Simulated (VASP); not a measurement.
The system is PtS2.

```xyz
3
Lattice="3.5667 0.0000 0.0000 -1.7833 3.0888 0.0000 0.0000 0.0000 5.0722" Properties=species:S:1:pos:R:3 pbc="T T T"
Pt    0.0000    0.0000    0.0000
S     1.7833    1.0296    3.9208
S     0.0000    2.0592    1.1514
```

Base run:

* Program: VASP 6.6.1
* Functional: PBE
* Potentials or basis: VASP PAW PBE potentials, release 64 (Pt, S)
* Cutoff: 520 eV
* k mesh: 7 × 7 × 5
* Occupations: fermi-dirac, width 0.05 eV
* Spin: no spin polarisation

Its results: band gap on the k mesh 0.88 eV, indirect (least direct gap 1.15 eV); pressure 7.8 GPa; largest force 0.917 eV/Å.

The run is repeated on the same cell with these changes: functional from PBE to r2SCAN. What comes out?

Band gap on the k mesh 1.03 eV, indirect (least direct gap 1.32 eV); pressure 5.9 GPa; largest force 0.910 eV/Å.

r2SCAN gives the wider gap, since meta-GGAs in the generalised Kohn-Sham scheme recover part of the derivative discontinuity.

Caveats: spin-orbit coupling is left out, which moves the levels of the heavy elements; the PAW data sets were made with another functional, which shifts forces and pressure a little (some runs).

A k mesh can miss the band edges.
